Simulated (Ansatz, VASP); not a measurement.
# HfNb3F in VASP and in Ansatz

```xyz
5
Lattice="3.7852 0.0000 0.0000 -1.8926 3.2781 0.0000 0.0000 0.0000 6.7765" Properties=species:S:1:pos:R:3 pbc="T T T"
Hf    0.0000    0.0000    0.0000
Nb    0.0000    2.1854    5.5183
Nb    0.0000    2.1854    1.2583
Nb    0.0000    2.1854    3.3883
F     0.0000    0.0000    3.3883
```

Alike in both runs: task single point; functional PBE; k mesh 6 × 6 × 4; occupations gaussian, width 0.1 eV; collinear spin.

|  | VASP | Ansatz |
| --- | --- | --- |
| version | VASP 6.6.1 | Ansatz 0.2.0 |
| potentials or method | VASP PAW PBE potentials, release 64 (Hf_pv, Nb_sv, F), cutoff 600 eV | scalar-relativistic, plane waves, PAW |
| valence electrons in the cell | 56 | 72 |

```csv
,VASP,Ansatz,Ansatz less VASP
gap on the k mesh at the Fermi level (eV),none,none,-
rms of the force components (eV/Å),0.151,0.168,+0.0175
net moment per atom (μB),0.00,0.00,0.000
```

Atom by atom the forces differ by 0.018 eV/Å (rms over components). A gap of «none» marks a metal or a gap that the smearing closes. VASP's potentials hold 56 valence electrons a cell and Ansatz's 72, so a difference there can come from the potentials and not from the codes. Ansatz's warnings: no starting moments.

Neither program's run includes spin-orbit coupling.
